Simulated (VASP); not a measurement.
## CoC (CsCl type): single point with PBEsol

CoC (CsCl type):

```xyz
2
Lattice="2.1637 0.0000 0.0000 0.0000 2.1637 0.0000 0.0000 0.0000 2.1637" Properties=species:S:1:pos:R:3 pbc="T T T"
Co    0.0000    0.0000    0.0000
C     1.0819    1.0819    1.0819
```

This cell differs from its parent crystal: volume scaled by 0.68.

```
Program                : VASP 6.6.1
Task                   : single point
Functional             : PBEsol
Potentials or basis    : VASP PAW PBE potentials, release 64 (Co, C)
Cutoff                 : 520 eV
k mesh                 : 14 × 14 × 14
Occupations            : fermi-dirac, width 0.05 eV
Spin                   : collinear spin, ferromagnetic start
Starting moments       : [1.7, 0.0] μB
Dipole correction      : no
Further INCAR settings : ALGO = Normal; EDIFF = 1e-06; NBANDS = 18
```

```json
{
 "Pressure": "305.0 GPa",
 "Net moment": "0.00 μB per cell",
 "Valence electrons inside the program's atomic spheres": "Co 10.23; C 2.60"
}
```

Levels at points of the mesh, in eV from the Fermi level:
Spin up:
```tsv
k point	band 5	band 6	band 7	band 8	band 9	band 10
(0.00, 0.00, 0.00)	-1.87	-1.87	0.29	0.29	0.29	18.33
(0.50, 0.00, 0.00)	-6.03	-1.60	0.23	6.64	6.64	15.02
(0.50, 0.50, 0.00)	-3.68	-3.68	-0.24	2.82	3.38	9.91
(0.50, 0.50, 0.50)	-0.13	-0.13	5.15	5.15	5.15	7.83
```
Spin down:
| k point | band 5 | band 6 | band 7 | band 8 | band 9 | band 10 |
| --- | --- | --- | --- | --- | --- | --- |
| (0.00, 0.00, 0.00) | -1.87 | -1.87 | 0.29 | 0.29 | 0.29 | 18.33 |
| (0.50, 0.00, 0.00) | -6.03 | -1.60 | 0.23 | 6.64 | 6.64 | 15.02 |
| (0.50, 0.50, 0.00) | -3.68 | -3.68 | -0.24 | 2.82 | 3.38 | 9.91 |
| (0.50, 0.50, 0.50) | -0.13 | -0.13 | 5.15 | 5.15 | 5.15 | 7.83 |

It took 24 s on 1 thread of AMD EPYC 9R45 96-Core Processor (Zen 5), on a shared host, peak memory 0.12 GiB.

Caveat: the starting moments collapsed, and a magnetic state may lie lower; the PAW data sets were made with another functional, which shifts forces and pressure a little.
